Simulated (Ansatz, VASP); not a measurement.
# One calculation of SiC4, two programs

```xyz
10
Lattice="2.4699 0.0000 0.0000 -1.2350 2.1390 0.0000 0.0000 0.0000 26.7163" Properties=species:S:1:pos:R:3 pbc="T T T"
Si    0.0000    1.4260   20.0372
Si    1.2350    0.7130    6.6791
C     0.0000    1.4260   24.5157
C     0.0000    1.4260    2.2005
C     0.0000    1.4260   11.1576
C     0.0000    1.4260   15.5587
C     1.2350    0.7130   15.5587
C     1.2350    0.7130   24.5158
C     1.2350    0.7130    2.2006
C     1.2350    0.7130   11.1576
```

Alike in both runs: task relaxation of cell and atoms; functional PBE; k mesh 18 × 18 × 2; occupations gaussian, width 0.1 eV; no spin polarisation.

|  | VASP | Ansatz |
| --- | --- | --- |
| version | VASP 6.6.1 | Ansatz 0.2.0 |
| potentials or method | VASP PAW PBE potentials, release 64 (Si, C), cutoff 600 eV | scalar-relativistic, plane waves, PAW |
| valence electrons in the cell | 40 | 40 |

|  | VASP | Ansatz | Ansatz less VASP |
| --- | --- | --- | --- |
| gap on the k mesh at the Fermi level, each at its own relaxed structure (eV) | none | none | - |
| relaxed volume (Å³/atom) | 13.56 | 14.11 | +0.555 |
| relaxed length of the cell vector where the two differ most in proportion (Å) | 25.668 | 26.716 | +1.0484 |

A gap of «none» marks a metal or a gap that the smearing closes.
